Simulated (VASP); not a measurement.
Here is a VASP 6.6.1 calculation.

Contents of INCAR:

```
SYSTEM = HfN
PREC = Accurate
ENCUT = 600
EDIFF = 1E-6
ISMEAR = 0
SIGMA = 0.15
LREAL = .FALSE.
LASPH = .TRUE.
NELM = 120
ALGO = Normal
ISIF = 2
LWAVE = .FALSE.
LCHARG = .FALSE.
GGA = PS
NBANDS = 14
GGA_COMPAT = .FALSE.
```

File KPOINTS:

```
regular mesh
0
G
  22 22 22
  0 0 0
```

Contents of POSCAR:

```
HfN
1.0
    0.0000000000      2.1945063640      2.2507757579
    2.1945063640      0.0000000000      2.2507757579
    2.1945063640      2.1945063640      0.0000000000
Hf N
1 1
Direct
    0.0000000000      0.0000000000      0.0000000000
    0.5000000000      0.5000000000      0.5000000000
```

Potentials or basis: VASP PAW PBE potentials, release 64 (Hf_pv, N).

Launch:

```bash
$ cat potpaw_PBE.64/Hf_pv/POTCAR potpaw_PBE.64/N/POTCAR > POTCAR
$ mpirun -np 1 vasp_std > vasp.out
```

(1) Estimate the pressure.

Results:

(1) 14.2 GPa.

Caveat: the cell differs from its parent crystal (strain -0.025 along x and y, +0.000 along z); the PAW data sets were made with another functional, which shifts forces and pressure a little.
